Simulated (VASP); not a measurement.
# ZnS (x) in VASP: further runs, part 2 of 2

VASP 6.6.1. The steps go on from the part before.

## Step 3: Single point, PBEsol

The input, INCAR:

```
SYSTEM = ZnS
PREC = Accurate
ENCUT = 520
EDIFF = 1E-6
ISMEAR = 0
SIGMA = 0.01
LREAL = .False.
LASPH = .True.
NELM = 60
ALGO = Normal
ISIF = 2
LWAVE = .False.
LCHARG = .True.
GGA = PS
LELF = .True.
LVHAR = .True.
NBANDS = 26
```

The input, KPOINTS:

```
regular mesh
0
Gamma
  9 9 6
  0 0 0
```

The input, POSCAR:

```
ZnS
1.0
    3.8230000000      0.0000000000      0.0000000000
   -1.9115000000      3.3108151187      0.0000000000
    0.0000000000      0.0000000000      6.2610000000
Zn S
2 2
Direct
    0.3333333333      0.6666666667     -0.0625000000
    0.6666666667      0.3333333333      0.4375000000
    0.3333333333      0.6666666667      0.4375000000
    0.6666666667      0.3333333333      0.9375000000
```

Potentials or basis: VASP PAW PBE potentials, release 64 (Zn, S).

Command:

```bash
$ cat potpaw_PBE.64/Zn/POTCAR potpaw_PBE.64/S/POTCAR > POTCAR
$ mpirun -np 1 vasp_std > vasp.out
```

OUTCAR:

```text
SYSTEM = ZnS
   PREC = Accurate
   ENCUT = 520
   EDIFF = 1E-6
   ISMEAR = 0
   LREAL = .False.
   LASPH = .True.
   NELM = 60
   ISIF = 2
   GGA = PS

 ion  position               nearest neighbor table
   1  0.333  0.667  0.938-   4 2.21   4 2.21   4 2.21
   2  0.667  0.333  0.438-   3 2.21   3 2.21   3 2.21
   3  0.333  0.667  0.438-   2 2.21   2 2.21   2 2.21
   4  0.667  0.333  0.938-   1 2.21   1 2.21   1 2.21

  LATTYP: Found a hexagonal cell.
 ALAT       =     3.8230000000
 C/A-ratio  =     1.6377190688

  Lattice vectors:

 A1 = (   3.8230000000,   0.0000000000,   0.0000000000)
 A2 = (  -1.9115000000,   3.3108151187,   0.0000000000)
 A3 = (   0.0000000000,   0.0000000000,   6.2610000000)

Analysis of symmetry for initial positions (statically):
=====================================================================
 Subroutine PRICEL returns:
 Original cell was already a primitive cell.

 Routine SETGRP: Setting up the symmetry group for a
 hexagonal supercell.

 Subroutine GETGRP returns: Found 24 space group operations
 (whereof  6 operations were pure point group operations)
 out of a pool of 24 trial point group operations.

The static configuration has the point symmetry C_3v.
 The point group associated with its full space group is D_6h.

Analysis of symmetry for dynamics (positions and initial velocities):
=====================================================================
 Subroutine PRICEL returns:
 Original cell was already a primitive cell.

 Routine SETGRP: Setting up the symmetry group for a
 hexagonal supercell.

 Subroutine GETGRP returns: Found 24 space group operations
 (whereof  6 operations were pure point group operations)
 out of a pool of 24 trial point group operations.

The dynamic configuration has the point symmetry C_3v.
 The point group associated with its full space group is D_6h.
[... 113 lines left out ...]
   PSTRESS=    0.0 pullay stress
   NELECT =      36.0000    total number of electrons
   NUPDOWN=      -1.0000    fix difference up-down
   EMIN   =  10.00;   EMAX   =-10.00  energy-range for DOS
   EFERMI =   0.00;   METHOD = LEGACY
   ISMEAR =     0;   SIGMA  =   0.01  broadening in eV -4-tet -1-fermi 0-gaus
   EFERMI_NEDOS =   21; number of points for ismear=-14 and -15
   IALGO  =     38    algorithm
   IMIX   =      4    mixing-type and parameters
     AMIX     =   0.40;   BMIX     =  1.00
     AMIX_MAG =   1.60;   BMIX_MAG =  1.00
  volume/ion in A,a.u.               =      19.81       133.70
  Fermi-wavevector in a.u.,A,eV,Ry     =   1.258485  2.378192 21.548694  1.583784
  Thomas-Fermi vector in A             =   2.392092
   LORBIT       =      0    0 simple, 1 ext, 2 COOP (PROOUT), +10 PAW based schemes
   GGA     = PS    functional components
   LHFCALC =     F    Hartree Fock is set to
   AEXX    =    0.0000 exact exchange contribution
   IVDW    =     0    specifies the selected vdW correction
   LEPSILON=     F    determine dielectric tensor
   LRPA    =     F    only Hartree local field effects (RPA)
 non-spin polarized calculation
 Gauss-broadening in eV      SIGMA  =   0.01
  energy-cutoff  :      520.00
  volume of cell :       79.25
 maximum number of plane-waves:      2154
   NGX = 15   NGY = 15   NGZ = 23

 number of electron      35.9999987 magnetization

 Free energy of the ion-electron system (eV)
  ---------------------------------------------------
  ext. energy  EPLUGINS =         0.00000000
  ---------------------------------------------------
  free energy    TOTEN  =       -14.36588828 eV

  energy without entropy =      -14.36588828  energy(sigma->0) =      -14.36588828

 E-fermi :   1.9248     XC(G=0):  -9.7958

 val. band max:        1.8202808357   @ k =   0.1111  -0.0000   0.0000
 cond. band min:       4.2045220025   @ k =   0.0000   0.0000   0.0000
 fundamental gap:      2.3842411668
 Fermi energy:         1.9247923205

 k-point     1 :       0.0000    0.0000    0.0000
  band No.  band energies     occupation
      1     -11.3263      2.00000
      2     -10.5674      2.00000
      3      -4.8898      2.00000
      4      -4.8898      2.00000
      5      -4.8689      2.00000
      6      -4.8689      2.00000
[... 685 lines left out ...]
     25      11.8980      0.00000
     26      11.9388      0.00000

 [... further k-points ...]
[... 5 lines left out ...]
  --------------------------------------------------------------------------------------
  -------------------------------------------------------------------------------------
  Total        2.7488832      2.7488832     -0.6637551      0.0000000      0.0000000      0.0000000
  in kB       55.5755712     55.5755712    -13.4194750      0.0000000      0.0000000      0.0000000
  external PRESSURE =      32.5772225 kB  Pullay stress =       0.0000000 kB

 VOLUME and BASIS-vectors are now :
 -----------------------------------------------------------------------------
  energy-cutoff  :      520.00
  volume of cell :       79.25
      direct lattice vectors                 reciprocal lattice vectors
     3.823000000  0.000000000  0.000000000     0.261574680  0.151020212  0.000000000
    -1.911500000  3.310815119  0.000000000     0.000000000  0.302040423  0.000000000
     0.000000000  0.000000000  6.261000000     0.000000000  0.000000000  0.159718895

 POSITION                                       TOTAL-FORCE (eV/Angst)
 -----------------------------------------------------------------------------------
     -0.00000      2.20721      5.86969        -0.000000     -0.000000     -0.000000
      1.91150      1.10361      2.73919         0.000000      0.000000      0.000000
     -0.00000      2.20721      2.73919         0.000000     -0.000000      0.000000
      1.91150      1.10361      5.86969        -0.000000      0.000000      0.000000
 -----------------------------------------------------------------------------------
    total drift:                               -0.000000      0.000000      0.000000

  FREE ENERGIE OF THE ION-ELECTRON SYSTEM (eV)
  ---------------------------------------------------
  free  energy   TOTEN  =       -14.3658882803 eV

  energy  without entropy=      -14.3658882803  energy(sigma->0) =      -14.36588828
```

stdout:

```text
POSCAR found type information on POSCAR ZnS
 POSCAR found :  2 types and       4 ions
 scaLAPACK will be used
 -----------------------------------------------------------------------------
|                                                                             |
|                                                                             |
|     You enforced a specific xc type in the INCAR file but a different       |
|     I HOPE YOU KNOW WHAT YOU ARE DOING!                                     |
|                                                                             |
 -----------------------------------------------------------------------------

 LDA part: xc-table for (Slater+PW92), standard interpolation
 POSCAR, INCAR and KPOINTS ok, starting setup
 FFT: planning ... GRIDC
 FFT: planning ... GRID_SOFT
 FFT: planning ... GRID
 WAVECAR not read
 entering main loop
```

It took 34 s on 1 thread of Intel Xeon 6975P-C (Granite Rapids), shared host; peak memory 0.22 GiB.

What came out:

```yaml
Free_energy: -14.3659 eV
Pressure: 3.3 GPa
Band_gap_on_the_k_mesh: 2.38 eV, indirect (least direct gap 2.40 eV)
```

Caveat: the PAW data sets were made with another functional, which shifts forces and pressure a little.
